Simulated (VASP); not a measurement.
# EuS (Fm-3m) in VASP: a series of runs, part 2 of 2

VASP 6.6.1.

### Step 4. Single point, r2SCAN+D3(BJ)+U, collinear spin (26.30 Å³/atom)

This run uses another cell than the first one, of 26.30 Å³/atom.

POSCAR reads:

```
EuS
1.0
    0.0000000000      2.9737638099      2.9737638099
    2.9737638099      0.0000000000      2.9737638099
    2.9737638099      2.9737638099      0.0000000000
Eu S
1 1
Direct
    0.5000000000      0.5000000000      0.5000000000
    0.0000000000      0.0000000000      0.0000000000
```

INCAR.step1 reads:

```
SYSTEM = EuS
ALGO     = Normal         ! electronic algorithm
EDIFF    = 1E-5           ! SCF threshold, eV
ENCUT    = 800            ! plane-wave cutoff, eV
GGA      = PE             ! functional
GGA_COMPAT= .False.      
ISMEAR   = 0              ! smearing method
ISPIN    = 2              ! spin polarisation
LASPH    = .True.         ! aspherical terms in the spheres
LCHARG   = .False.        ! write CHGCAR
LDAU     = .True.         ! DFT+U
LDAUJ    = 0 0          
LDAUL    = 3 -1           ! shell
LDAUTYPE = 2            
LDAUU    = 4 0            ! U, eV
LMAXMIX  = 6              ! l up to which the mixer works
LREAL    = .False.        ! projectors in reciprocal space
LWAVE    = .True.         ! write WAVECAR
MAGMOM   = 7.57 -0.08     ! initial moments
NBANDS   = 22             ! bands
NELM     = 200            ! most SCF steps
PREC     = Accurate       ! precision mode
SIGMA    = 0.05           ! smearing width, eV
```

INCAR.step2 reads:

```
SYSTEM = EuS
ALGO     = Normal         ! electronic algorithm
EDIFF    = 1E-6           ! SCF threshold, eV
ENCUT    = 800            ! plane-wave cutoff, eV
GGA_COMPAT= .False.      
ISIF     = 2              ! what is computed and relaxed
ISMEAR   = 0              ! smearing method
ISPIN    = 2              ! spin polarisation
ISTART   = 1            
IVDW     = 12             ! dispersion correction
LASPH    = .True.         ! aspherical terms in the spheres
LCHARG   = .False.        ! write CHGCAR
LDAU     = .True.         ! DFT+U
LDAUJ    = 0 0          
LDAUL    = 3 -1           ! shell
LDAUPRINT= 1            
LDAUTYPE = 2            
LDAUU    = 4 0            ! U, eV
LMAXMIX  = 6              ! l up to which the mixer works
LMIXTAU  = .True.       
LORBIT   = 11             ! projections on sites
LREAL    = .False.        ! projectors in reciprocal space
LWAVE    = .False.        ! write WAVECAR
MAGMOM   = 7.57 -0.08     ! initial moments
METAGGA  = R2SCAN         ! meta-GGA
NBANDS   = 22             ! bands
NELM     = 200            ! most SCF steps
PREC     = Accurate       ! precision mode
SIGMA    = 0.05           ! smearing width, eV
VDW_A1   = 0.49484001   
VDW_A2   = 5.73083694   
VDW_S6   = 1.0          
VDW_S8   = 0.78981345
```

KPOINTS reads:

```
k-points
0
Gamma
  8 8 8
  0 0 0
```

Potentials or basis: VASP PAW PBE potentials, release 64 (Eu, S).

Command:

```
$ cat potpaw_PBE.64/Eu/POTCAR potpaw_PBE.64/S/POTCAR > POTCAR
$ cp INCAR.step1 INCAR
$ mpirun -np 1 vasp_std > vasp.out
$ cp INCAR.step2 INCAR
$ mpirun -np 1 vasp_std > vasp.out
```

OUTCAR:

```text
SYSTEM = EuS
   EDIFF = 1E-6
   ENCUT = 800
   ISIF = 2
   ISMEAR = 0
   ISPIN = 2
   ISTART = 1
   IVDW = 12
   LASPH = .True.
   LORBIT = 11
   LREAL = .False.
   METAGGA = R2SCAN
   NELM = 200
   PREC = Accurate
 IVDW          = 12

 ion  position               nearest neighbor table
   1  0.500  0.500  0.500-   2 2.97   2 2.97   2 2.97   2 2.97   2 2.97   2 2.97
   2  0.000  0.000  0.000-   1 2.97   1 2.97   1 2.97   1 2.97   1 2.97   1 2.97

  LATTYP: Found a face centered cubic cell.
 ALAT       =     5.9475276198

  Lattice vectors:

 A1 = (   0.0000000000,   2.9737638099,   2.9737638099)
 A2 = (   2.9737638099,   0.0000000000,   2.9737638099)
 A3 = (   2.9737638099,   2.9737638099,   0.0000000000)

Analysis of symmetry for initial positions (statically):
=====================================================================
 Subroutine PRICEL returns:
 Original cell was already a primitive cell.

 Routine SETGRP: Setting up the symmetry group for a
[... 1437 lines left out ...]
     21      13.6692      0.00000
     22      13.7831      0.00000

 [... further k-points ...]

------------------------ aborting loop because EDIFF is reached ----------------------------------------

 Edisp (eV)   -0.31885

 E8    (eV) :    -0.1213

  FORCE on cell =-STRESS in cart. coord.  units (eV):
  Direction    XX          YY          ZZ          XY          YZ          ZX
  --------------------------------------------------------------------------------------
  -------------------------------------------------------------------------------------
  Total      -0.22245    -0.22245    -0.22245     0.00000     0.00000    -0.00000
  in kB      -6.77625    -6.77625    -6.77625     0.00000     0.00000    -0.00000
  external pressure =       -6.78 kB  Pullay stress =        0.00 kB

 VOLUME and BASIS-vectors are now :
 -----------------------------------------------------------------------------
  energy-cutoff  :      800.00
  volume of cell :       52.60
      direct lattice vectors                 reciprocal lattice vectors
     0.000000000  2.973763810  2.973763810    -0.168137092  0.168137092  0.168137092
     2.973763810  0.000000000  2.973763810     0.168137092 -0.168137092  0.168137092
     2.973763810  2.973763810  0.000000000     0.168137092  0.168137092 -0.168137092

 POSITION                                       TOTAL-FORCE (eV/Angst)
 -----------------------------------------------------------------------------------
      2.97376      2.97376      2.97376         0.000000      0.000000     -0.000000
      0.00000      0.00000      0.00000        -0.000000     -0.000000      0.000000
 -----------------------------------------------------------------------------------
    total drift:                               -0.000000     -0.000000      0.000000

  FREE ENERGIE OF THE ION-ELECTRON SYSTEM (eV)
  ---------------------------------------------------
  free  energy   TOTEN  =       -52.4405962262 eV

  energy  without entropy=      -52.4405592112  energy(sigma->0) =      -52.44057772

 total charge

# of ion       s       p       d       f       tot
--------------------------------------------------
    1        2.036   5.830   0.234   6.812  14.913
    2        1.306   2.482   0.000   0.000   3.788
--------------------------------------------------
tot          3.342   8.313   0.234   6.812  18.700

 magnetization (x)

# of ion       s       p       d       f       tot
--------------------------------------------------
    1       -0.027  -0.194   0.048   6.792   6.620
    2       -0.009  -0.067   0.000   0.000  -0.075
--------------------------------------------------
tot         -0.035  -0.261   0.048   6.792   6.544
```

OUTCAR.step1:

```text
SYSTEM = EuS
   EDIFF = 1E-5
   ENCUT = 800
   GGA = PE
   ISMEAR = 0
   ISPIN = 2
[... 1446 lines left out ...]
      2.97376      2.97376      2.97376         0.000000     -0.000000     -0.000000
      0.00000      0.00000      0.00000        -0.000000      0.000000      0.000000
 -----------------------------------------------------------------------------------
    total drift:                               -0.000000     -0.000000      0.000000

  FREE ENERGIE OF THE ION-ELECTRON SYSTEM (eV)
  ---------------------------------------------------
  free  energy   TOTEN  =       -19.3410194468 eV

  energy  without entropy=      -19.3409228509  energy(sigma->0) =      -19.34097115
```

Run time: 19 min. Hardware: 1 thread of Oxide Virtual Turin-like, shared host; peak memory 0.37 GiB.

What came out:

* Free energy: -52.4406 eV
* Pressure: -0.7 GPa
* Band gap on the k mesh: 0.12 eV (least direct gap 0.33 eV)
* Net moment: 7.00 μB per cell
* Site moments: Eu +6.62; S -0.07 μB
* Valence electrons inside the program's atomic spheres: Eu 14.91; S 3.79
* Dispersion energy per atom: -0.159 eV

Eigenvalues of the final occupation matrices:
```tsv
site	spin	trace	eigenvalues
site 1 f	1	6.81	0.97 0.97 0.97 0.97 0.97 0.97 0.97
site 1 f	2	0.01	0.00 0.00 0.00 0.00 0.00 0.00 0.00
```

Caveat: three body term missing; the PAW data sets were made with another functional, which shifts forces and pressure a little; spin-orbit coupling is left out, which moves the levels of the heavy elements; a cell with one magnetic atom can't hold antiferromagnetic order, which such compounds often take.

### Step 5. Summary

| level | cell | gap on the mesh (eV) | pressure (GPa) | moment (μB) |
| --- | --- | --- | --- | --- |
| r2SCAN+D3(BJ)+U | a = 4.194 Å, angles 60.0°, 2 atoms | 0.08 | -0.2 | 7.00 |
| r2SCAN+rVV10+U | a = 4.204 Å, angles 60.0°, 2 atoms | 0.06 | -0.5 | 7.00 |
| r2SCAN+D3(BJ)+U | a = 4.206 Å, angles 60.0°, 2 atoms | 0.12 | -0.7 | 7.00 |

Alike in all rows: task single point; potentials or basis VASP PAW PBE potentials, release 64 (Eu, S); spin collinear; Eu f U = 4.0 eV; k mesh 8 × 8 × 8; cutoff (eV) 800; smearing gaussian 0.05 eV.

Caveats: the PAW data sets were made with another functional, which shifts forces and pressure a little; spin-orbit coupling is left out, which moves the levels of the heavy elements; a cell with one magnetic atom can't hold antiferromagnetic order, which such compounds often take; three body term missing (at least some runs).

Absolute energies hang on the potentials; compare differences alone.
